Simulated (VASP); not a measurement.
Input of a VASP 6.6.1 run:

File INCAR:

```
PREC = Accurate
ENCUT = 520
EDIFF = 1E-8
ISMEAR = -1
SIGMA = 0.08
LREAL = F
LASPH = T
NELM = 80
ALGO = Normal
ISIF = 2
LWAVE = F
LCHARG = F
GGA = PE
LEFG = T
NBANDS = 21
```

File KPOINTS:

```
Automatic mesh
0
Gamma
  14 14 8
```

Contents of POSCAR:

```
Pb
1.0
    3.4095646533      0.0000000000      0.0000000000
   -1.7047823266      2.9527696056      0.0000000000
    0.0000000000      0.0000000000      5.4768570775
Pb
2
Direct
    0.3333333333      0.6666666667      0.2500000000
    0.6666666667      0.3333333333      0.7500000000
```

Potentials or basis: VASP PAW PBE potentials, release 64 (Pb_d).

Run with:

```sh
$ cat potpaw_PBE.64/Pb_d/POTCAR > POTCAR
$ mpirun -np 1 vasp_std > vasp.out
```

Problem. What does it give for the pressure?

Solution. 8.1 GPa.

Problem. Estimate the band gap on the k mesh.

Solution. Zero (bands 14 and 15 overlap by 7.94 eV).

Electric field gradients, principal values (V/Å²):
```tsv
atom	least	middle	greatest (by size)
1 Pb	29.921	29.923	-59.844
2 Pb	29.921	29.923	-59.844
```

Caveat: the cell stands under pressure; without QUAD_EFG the Cq values of the log hold for a quadrupole moment of 1 mb, not for the nuclei; spin-orbit coupling is left out, which moves the levels of the heavy elements.
